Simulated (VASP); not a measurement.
**Mg2BeS3: relaxation of cell and atoms with PBE**

The system is Mg2BeS3.

```
Mg Be S
1.0
     3.53420    0.00000    0.00000
     0.00000    3.55036    0.00000
     0.00000    0.00000   11.72126
Mg Be S
2 1 3
Cartesian
  1.7671 0.0000 1.1074
  0.0000 0.0000 6.0292
  1.7671 1.7752 7.3719
  0.0000 1.7752 1.1854
  0.0000 1.7752 8.2837
  1.7671 1.7752 5.3256
```

The cell was generated, and may not be a known phase.

```json
{
 "Program": "VASP 6.6.1",
 "Task": "relaxation of cell and atoms",
 "Functional": "PBE",
 "Potentials or basis": "VASP PAW PBE potentials, release 64 (Mg, Be, S)",
 "Cutoff": "600 eV",
 "k mesh": "10 × 10 × 4",
 "Occupations": "gaussian, width 0.02 eV",
 "Spin": "no spin polarisation",
 "Dipole correction": "no",
 "Further INCAR settings": "ALGO = Normal; EDIFF = 1e-07; IBRION = 2; EDIFFG = -0.01; NSW = 100; ISIF = 3"
}
```

The relaxed volume is 25.15 Å³/atom and the relaxed cell is a = 3.533 Å, b = 3.544 Å, c = 12.055 Å, α = 90.00°, β = 90.00°, γ = 90.00°. The space group after relaxing (to 0.1 Å) is Pmm2 (No. 25). The energy gained by relaxing is 0.3 meV/atom and the ionic steps are 26. The pressure after relaxing is 0.0 GPa. The largest force after relaxing is 0.009 eV/Å and the band gap on the k mesh is 0.44 eV.

Forces on the atoms (eV/Å):
```
Mg   0.000  0.000  0.001
Mg   0.000  0.000  0.009
Be   0.000  0.000  0.001
S    0.000  0.000 -0.001
S    0.000  0.000 -0.007
S    0.000  0.000 -0.003
```

Step by step:
| step | energy change (eV) | largest force (eV/Å) | pressure (GPa) | volume (Å³) |
| --- | --- | --- | --- | --- |
| 1 | 0.0000 | 0.0184 | -0.11 | 147.07 |
| 2 | -0.0003 | 0.0142 | 0.04 | 146.73 |
| 3 | -0.0003 | 0.0143 | 0.04 | 146.73 |
| 4 | -0.0004 | 0.0165 | 0.02 | 146.83 |
| 5 | -0.0004 | 0.0312 | -0.01 | 146.92 |
| 6 | -0.0004 | 0.0318 | -0.01 | 146.97 |
| 7 | -0.0005 | 0.0336 | -0.01 | 147.11 |
| 8 | -0.0007 | 0.0372 | -0.01 | 147.39 |
| 9 | -0.0009 | 0.0436 | -0.01 | 147.96 |
| 10 | -0.0010 | 0.0217 | 0.02 | 148.04 |
| 11 | -0.0011 | 0.0140 | 0.05 | 148.13 |
| 12 | -0.0011 | 0.0146 | 0.06 | 148.15 |
| 13 | -0.0012 | 0.0135 | 0.04 | 148.33 |
| 14 | -0.0013 | 0.0102 | -0.03 | 148.87 |
| 15 | -0.0013 | 0.0087 | -0.03 | 148.99 |
| 16 | -0.0015 | 0.0150 | -0.04 | 149.36 |
| 17 | -0.0016 | 0.0498 | -0.07 | 150.11 |
| 18 | -0.0016 | 0.0407 | -0.06 | 149.92 |
| 19 | -0.0017 | 0.0310 | -0.03 | 150.02 |
| 20 | -0.0017 | 0.0192 | 0.02 | 150.15 |
| 21 | -0.0017 | 0.0163 | 0.04 | 150.20 |
| 22 | -0.0018 | 0.0145 | 0.03 | 150.31 |
| 23 | -0.0018 | 0.0226 | 0.02 | 150.57 |
| 24 | -0.0018 | 0.0140 | -0.01 | 150.73 |
| 25 | -0.0018 | 0.0102 | -0.03 | 150.87 |
| 26 | -0.0019 | 0.0088 | -0.02 | 150.92 |

Final structure:
```yaml
crystal:
  lattice:
    - [3.53250, 0.00000, 0.00000]
    - [0.00000, 3.54422, 0.00000]
    - [0.00000, 0.00000, 12.05451]
  atoms:
    - { symbol: Mg, position: [0.50000, 0.00000, 0.09480] }
    - { symbol: Mg, position: [0.00000, 0.00000, 0.51661] }
    - { symbol: Be, position: [0.50000, 0.50000, 0.62736] }
    - { symbol: S, position: [0.00000, 0.50000, 0.10058] }
    - { symbol: S, position: [0.00000, 0.50000, 0.70307] }
    - { symbol: S, position: [0.50000, 0.50000, 0.45758] }
```

Levels at points of the mesh, in eV from the valence-band top:
```
           k point  band 9  band 10  band 11  band 12  band 13  band 14  band 15  band 16
(0.00, 0.00, 0.00)   -1.45    -0.98    -0.49    -0.44     1.85     2.98     3.11     4.95
(0.50, 0.00, 0.00)   -1.75    -0.74    -0.43    -0.11     3.43     4.26     4.34     4.55
(0.00, 0.50, 0.00)   -1.41    -1.23    -0.67    -0.07     1.95     3.88     4.58     5.52
(0.50, 0.50, 0.00)   -3.06    -2.93    -1.88    -0.01     0.44     1.48     2.50     5.75
(0.00, 0.00, 0.50)   -1.60    -0.98    -0.49    -0.44     1.95     2.95     3.12     4.91
(0.50, 0.00, 0.50)   -1.75    -0.72    -0.43    -0.11     3.60     4.08     4.21     4.55
(0.00, 0.50, 0.50)   -1.36    -1.23    -0.73    -0.07     1.92     4.08     4.59     5.55
(0.50, 0.50, 0.50)   -3.06    -2.94    -1.88     0.00     0.44     1.48     2.50     5.61
```

Wall time 37 min on 1 thread of AMD EPYC 9R45 96-Core Processor (Zen 5), on a shared host, peak memory 0.49 GiB.

Caveat: semilocal functionals underestimate gaps, and a narrow one can read as zero. A k mesh can miss the band edges.
